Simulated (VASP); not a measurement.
# HgTe (F-43m) in VASP: further runs, part 2 of 2

VASP 6.6.1. Earlier steps stand in the parts before.

**4. Electric field gradients, LDA (volume scaled by 0.98)**

INCAR

```
ALGO     = Normal         # electronic algorithm
EDIFF    = 1E-8           # SCF threshold, eV
ENCUT    = 520            # plane-wave cutoff, eV
GGA      = CA             # functional
ISIF     = 2              # what is computed and relaxed
ISMEAR   = -1             # smearing method
LASPH    = True           # aspherical terms in the spheres
LCHARG   = False          # write CHGCAR
LEFG     = True         
LREAL    = False          # projectors in reciprocal space
LWAVE    = False          # write WAVECAR
NBANDS   = 16             # bands
NELM     = 80             # most SCF steps
PREC     = Accurate       # precision mode
SIGMA    = 0.03           # smearing width, eV
```

KPOINTS

```
k-points
0
Gamma
  11 11 11
```

POSCAR

```
HgTe
1.0
    0.0000000000      3.2018651199      3.2018651199
    3.2018651199      0.0000000000      3.2018651199
    3.2018651199      3.2018651199      0.0000000000
Hg Te
1 1
Direct
    0.0000000000      0.0000000000      0.0000000000
    0.7500000000      0.7500000000      0.7500000000
```

Potentials or basis: VASP PAW LDA potentials, release 64 (Hg, Te).

The run is started by

```bash
cat potpaw_LDA.64/Hg/POTCAR potpaw_LDA.64/Te/POTCAR > POTCAR
mpirun -np 1 vasp_std > vasp.out
```

OUTCAR:

```text
EDIFF = 1E-8
   ENCUT = 520
   GGA = CA
   ISIF = 2
   ISMEAR = -1
   LASPH = True
   LREAL = False
   NELM = 80
   PREC = Accurate

 ion  position               nearest neighbor table
   1  0.000  0.000  0.000-   2 2.77   2 2.77   2 2.77   2 2.77
   2  0.750  0.750  0.750-   1 2.77   1 2.77   1 2.77   1 2.77

  LATTYP: Found a face centered cubic cell.
 ALAT       =     6.4037302398

  Lattice vectors:

 A1 = (   0.0000000000,   3.2018651199,   3.2018651199)
 A2 = (   3.2018651199,   0.0000000000,   3.2018651199)
[... 669 lines left out ...]
  free  energy   TOTEN  =        -5.0342364721 eV

  energy  without entropy=       -5.0341028639  energy(sigma->0) =       -5.03416967

 Electric field gradients (V/A^2)
---------------------------------------------------------------------
 ion       V_xx      V_yy      V_zz      V_xy      V_xz      V_yz
---------------------------------------------------------------------
   1      -0.000    -0.000    -0.000    -0.000    -0.000    -0.000
   2      -0.000    -0.000    -0.000    -0.000    -0.000    -0.000
---------------------------------------------------------------------

 Electric field gradients after diagonalization (V/A^2)
 (convention: |V_zz| > |V_xx| > |V_yy|)
----------------------------------------------------------------------
 ion       V_xx      V_yy      V_zz     asymmetry (V_yy - V_xx)/ V_zz
----------------------------------------------------------------------
   1       0.000     0.000    -0.001       0.000
   2       0.000     0.000    -0.000       0.000
----------------------------------------------------------------------

           NMR quadrupolar parameters

 Cq : quadrupolar parameter    Cq=e*Q*V_zz/h
 eta: asymmetry parameters     (V_yy - V_xx)/ V_zz
 Q  : nuclear electric quadrupole moment in mb (millibarn)
----------------------------------------------------------------------
 ion       Cq(MHz)       eta       Q (mb)
----------------------------------------------------------------------
   1      -0.000       0.000       1.000
   2      -0.000       0.000       1.000
----------------------------------------------------------------------
```

OSZICAR:

```text
N       E                     dE             d eps       ncg     rms          rms(c)
DAV:   1     0.104929397611E+03    0.10493E+03   -0.80602E+03  1792   0.979E+02
DAV:   2    -0.152971563042E+01   -0.10646E+03   -0.99273E+02  2048   0.228E+02
DAV:   3    -0.523358474668E+01   -0.37039E+01   -0.36944E+01  2216   0.443E+01
DAV:   4    -0.526844845591E+01   -0.34864E-01   -0.34862E-01  2616   0.389E+00
DAV:   5    -0.526854064602E+01   -0.92190E-04   -0.92190E-04  2376   0.184E-01    0.816E+00
DAV:   6    -0.505182337073E+01    0.21672E+00   -0.40719E-01  2168   0.893E+00    0.638E+00
DAV:   7    -0.503726346248E+01    0.14560E-01   -0.96085E-02  2152   0.218E+00    0.220E+00
DAV:   8    -0.503457032369E+01    0.26931E-02   -0.11141E-02  1992   0.125E+00    0.532E-01
DAV:   9    -0.503424202953E+01    0.32829E-03   -0.70928E-04  2344   0.300E-01    0.125E-01
DAV:  10    -0.503423570332E+01    0.63262E-05   -0.65099E-05  2232   0.724E-02    0.510E-02
DAV:  11    -0.503423768141E+01   -0.19781E-05   -0.15969E-05  2304   0.363E-02    0.296E-02
DAV:  12    -0.503423649715E+01    0.11843E-05   -0.28428E-06  1992   0.152E-02    0.130E-02
DAV:  13    -0.503423651637E+01   -0.19215E-07   -0.24288E-07  2296   0.284E-03    0.906E-03
DAV:  14    -0.503423647218E+01    0.44191E-07   -0.11258E-07  2248   0.399E-03    0.132E-03
DAV:  15    -0.503423647211E+01    0.63892E-10   -0.22750E-08  2016   0.839E-04
   1 F= -.50342365E+01 E0= -.50341697E+01  d E =-.133608E-03
```

Run time: 26 s. Hardware: 1 thread of Intel Xeon 6975P-C (Granite Rapids), shared host; peak memory 0.2 GiB.

Results:

```yaml
Free_energy: -5.0342 eV
Pressure: 1.0 GPa
Band_gap_on_the_k_mesh: zero (filled and empty bands touch)
```

Caveat: without QUAD_EFG the Cq values of the log hold for a quadrupole moment of 1 mb, not for the nuclei; spin-orbit coupling is left out, which moves the levels of the heavy elements.

**5. Electric field gradients, LDA (volume scaled by 0.99)**

INCAR

```
SYSTEM = HgTe
PREC     = Accurate       ! precision mode
ENCUT    = 520            ! plane-wave cutoff, eV
EDIFF    = 1E-8           ! SCF threshold, eV
ISMEAR   = -1             ! smearing method
SIGMA    = 0.03           ! smearing width, eV
LREAL    = .FALSE.        ! projectors in reciprocal space
LASPH    = .TRUE.         ! aspherical terms in the spheres
NELM     = 80             ! most SCF steps
ALGO     = Normal         ! electronic algorithm
ISIF     = 2              ! what is computed and relaxed
LWAVE    = .FALSE.        ! write WAVECAR
LCHARG   = .FALSE.        ! write CHGCAR
GGA      = CA             ! functional
LEFG     = .TRUE.       
NBANDS   = 16             ! bands
```

KPOINTS

```
Automatic mesh
0
G
  11 11 11
  0 0 0
```

POSCAR

```
HgTe
1.0
    0.0000000000      3.2127189830      3.2127189830
    3.2127189830      0.0000000000      3.2127189830
    3.2127189830      3.2127189830      0.0000000000
Hg Te
1 1
Direct
    0.0000000000      0.0000000000      0.0000000000
    0.7500000000      0.7500000000      0.7500000000
```

Potentials or basis: VASP PAW LDA potentials, release 64 (Hg, Te).

The run is started by

```bash
cat potpaw_LDA.64/Hg/POTCAR potpaw_LDA.64/Te/POTCAR > POTCAR
mpirun -np 1 vasp_std > vasp.out
```

OUTCAR:

```text
SYSTEM = HgTe
   PREC = Accurate
   ENCUT = 520
   EDIFF = 1E-8
   ISMEAR = -1
   LREAL = .FALSE.
   LASPH = .TRUE.
   NELM = 80
   ISIF = 2
   GGA = CA

 ion  position               nearest neighbor table
   1  0.000  0.000  0.000-   2 2.78   2 2.78   2 2.78   2 2.78
   2  0.750  0.750  0.750-   1 2.78   1 2.78   1 2.78   1 2.78

  LATTYP: Found a face centered cubic cell.
 ALAT       =     6.4254379660

  Lattice vectors:

 A1 = (   0.0000000000,   3.2127189830,   3.2127189830)
 A2 = (   3.2127189830,   0.0000000000,   3.2127189830)
 A3 = (   3.2127189830,   3.2127189830,   0.0000000000)

Analysis of symmetry for initial positions (statically):
=====================================================================
 Subroutine PRICEL returns:
 Original cell was already a primitive cell.

 Routine SETGRP: Setting up the symmetry group for a
 face centered cubic supercell.

 Subroutine GETGRP returns: Found 24 space group operations
 (whereof 24 operations were pure point group operations)
 out of a pool of 48 trial point group operations.

The static configuration has the point symmetry T_d .

Analysis of symmetry for dynamics (positions and initial velocities):
=====================================================================
 Subroutine PRICEL returns:
 Original cell was already a primitive cell.

 Routine SETGRP: Setting up the symmetry group for a
 face centered cubic supercell.

 Subroutine GETGRP returns: Found 24 space group operations
 (whereof 24 operations were pure point group operations)
 out of a pool of 48 trial point group operations.

The dynamic configuration has the point symmetry T_d .

 Subroutine INISYM returns: Found 24 space group operations
 (whereof 24 operations are pure point group operations),
[... 149 lines left out ...]
 Fermi energy:         3.1288769776

 k-point     1 :       0.0000    0.0000    0.0000
  band No.  band energies     occupation
      1      -9.0752      2.00000
      2      -4.3849      2.00000
      3      -4.3849      2.00000
      4      -4.3849      2.00000
      5      -3.8297      2.00000
      6      -3.8297      2.00000
[... 433 lines left out ...]
      3      -4.2700      2.00000
      4      -4.1760      2.00000
      5      -3.8544      2.00000
      6      -3.8024      2.00000
[... 8 lines left out ...]
     15      12.1331      0.00000
     16      12.3782      0.00000

 [... further k-points ...]
[... 5 lines left out ...]
  --------------------------------------------------------------------------------------
  -------------------------------------------------------------------------------------
  Total        0.2010456      0.2010456      0.2010456      0.0000000      0.0000000     -0.0000000
  in kB        4.8568754      4.8568754      4.8568754      0.0000000      0.0000000     -0.0000000
  external PRESSURE =       4.8568754 kB  Pullay stress =       0.0000000 kB

 VOLUME and BASIS-vectors are now :
 -----------------------------------------------------------------------------
  energy-cutoff  :      520.00
  volume of cell :       66.32
      direct lattice vectors                 reciprocal lattice vectors
     0.000000000  3.212718983  3.212718983    -0.155631415  0.155631415  0.155631415
     3.212718983  0.000000000  3.212718983     0.155631415 -0.155631415  0.155631415
     3.212718983  3.212718983  0.000000000     0.155631415  0.155631415 -0.155631415

 POSITION                                       TOTAL-FORCE (eV/Angst)
 -----------------------------------------------------------------------------------
      0.00000      0.00000      0.00000        -0.000000     -0.000000     -0.000000
      4.81908      4.81908      4.81908         0.000000      0.000000      0.000000
 -----------------------------------------------------------------------------------
    total drift:                               -0.000000     -0.000000     -0.000000

  FREE ENERGIE OF THE ION-ELECTRON SYSTEM (eV)
  ---------------------------------------------------
  free  energy   TOTEN  =        -5.0375145039 eV

  energy  without entropy=       -5.0373786303  energy(sigma->0) =       -5.03744657

 Electric field gradients (V/A^2)
---------------------------------------------------------------------
 ion       V_xx      V_yy      V_zz      V_xy      V_xz      V_yz
---------------------------------------------------------------------
   1       0.000    -0.000    -0.000    -0.000    -0.000    -0.000
   2       0.000    -0.000    -0.000    -0.000    -0.000    -0.000
---------------------------------------------------------------------

 Electric field gradients after diagonalization (V/A^2)
 (convention: |V_zz| > |V_xx| > |V_yy|)
----------------------------------------------------------------------
 ion       V_xx      V_yy      V_zz     asymmetry (V_yy - V_xx)/ V_zz
----------------------------------------------------------------------
   1       0.000     0.000    -0.001       0.000
   2       0.000     0.000    -0.000       0.000
----------------------------------------------------------------------

           NMR quadrupolar parameters

 Cq : quadrupolar parameter    Cq=e*Q*V_zz/h
 eta: asymmetry parameters     (V_yy - V_xx)/ V_zz
 Q  : nuclear electric quadrupole moment in mb (millibarn)
----------------------------------------------------------------------
 ion       Cq(MHz)       eta       Q (mb)
----------------------------------------------------------------------
   1      -0.000       0.000       1.000
   2      -0.000       0.000       1.000
----------------------------------------------------------------------
```

stdout:

```text
POSCAR found type information on POSCAR HgTe
 POSCAR found :  2 types and       2 ions
 scaLAPACK will be used
 LDA part: xc-table for (Slater(with rela. corr.)+CA(PZ))
 , standard interpolation
 POSCAR, INCAR and KPOINTS ok, starting setup
 FFT: planning ... GRIDC
 FFT: planning ... GRID_SOFT
 FFT: planning ... GRID
 WAVECAR not read
 entering main loop
ion   1

ion   2
```

Run time: 24 s. Hardware: 1 thread of Intel Xeon 6975P-C (Granite Rapids), shared host; peak memory 0.2 GiB.

Results:

```
Free energy            : -5.0375 eV
Pressure               : 0.5 GPa
Band gap on the k mesh : zero (filled and empty bands touch)
```

Levels at points of the mesh, in eV from the Fermi level:
| k point | band 5 | band 6 | band 7 | band 8 | band 9 | band 10 | band 11 | band 12 | band 13 | band 14 |
| --- | --- | --- | --- | --- | --- | --- | --- | --- | --- | --- |
| (0.00, 0.00, 0.00) | -6.96 | -6.96 | -0.86 | -0.03 | -0.03 | -0.03 | 4.09 | 4.09 | 4.09 | 6.20 |

Caveat: without QUAD_EFG the Cq values of the log hold for a quadrupole moment of 1 mb, not for the nuclei; spin-orbit coupling is left out, which moves the levels of the heavy elements.

**6. Summary**

| cell | gap on the mesh (eV) | pressure (GPa) |
| --- | --- | --- |
| a = 4.497 Å, angles 60.0°, 2 atoms | none | 2.1 |
| a = 4.528 Å, angles 60.0°, 2 atoms | none | 1.0 |
| a = 4.543 Å, angles 60.0°, 2 atoms | none | 0.5 |

Alike in all rows: task electric field gradients; level LDA; potentials or basis VASP PAW LDA potentials, release 64 (Hg, Te); no spin polarisation; k mesh 11 × 11 × 11; cutoff (eV) 520; smearing fermi-dirac 0.03 eV.

Caveats: spin-orbit coupling is left out, which moves the levels of the heavy elements.

Absolute energies hang on the potentials; compare differences alone.
